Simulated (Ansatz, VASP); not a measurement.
Re: VASP beside Ansatz

Contents of INCAR:

```
SYSTEM = Re
PREC = Accurate
ENCUT = 520
EDIFF = 1E-8
ISMEAR = -1
SIGMA = 0.05
LREAL = .False.
LASPH = .True.
NELM = 80
ALGO = Normal
ISIF = 2
LWAVE = .False.
LCHARG = .False.
GGA = PE
LEFG = .True.
NBANDS = 10
```

Contents of KPOINTS:

```
Automatic mesh
0
Gamma
  14 14 14
  0 0 0
```

The input POSCAR:

```
Re
1.0
    0.0000000000      1.9366468345      2.0540000000
    1.9366468345      0.0000000000      2.0540000000
    1.9366468345      1.9366468345      0.0000000000
Re
1
Direct
    0.0000000000      0.0000000000      0.0000000000
```

Input for Ansatz:

```yaml
crystal:
  lattice:
    - [0.0, 1.9366468345, 2.054]
    - [1.9366468345, 0.0, 2.054]
    - [1.9366468345, 1.9366468345, 0.0]
  atoms:
    - { symbol: Re, position: [0.0, 0.0, 0.0] }
kpoints:
  mp_grid: { grid: [14, 14, 14] }
scf:
  occupations: { method: fermi_dirac, width: 0.05 }
hamiltonian:
  xc: pbe
  pseudopotentials: { kind: all_electron, datasets: crystal }
output:
  forces: true
  stress: true
  eigenvalues: true
  efg: { contact_densities: true }
```

Change from the starting cell: z stretched by +4 % at fixed volume, crystal datasets.

Alike in both runs: task electric field gradients; functional PBE; k mesh 14 × 14 × 14; occupations fermi-dirac, width 0.05 eV; no spin polarisation.

|  | VASP | Ansatz |
| --- | --- | --- |
| version | VASP 6.6.1 | Ansatz 0.2.0 |
| potentials or method | VASP PAW PBE potentials, release 64 (Re), cutoff 520 eV | all-electron PAW with datasets made for the crystal, scalar-relativistic |

```tsv
	VASP	Ansatz	Ansatz less VASP
pressure (GPa)	-9.4	-8.6	+0.80
traceless stress, the component that is largest in VASP (GPa)	-10.12	-10.26	-0.139
size of Vzz on the site where it differs most (V/Å²)	17.1	28.4	+11.33
```

Ansatz ran all-electron here, and VASP with PAW potentials.

Spin-orbit coupling is off throughout.
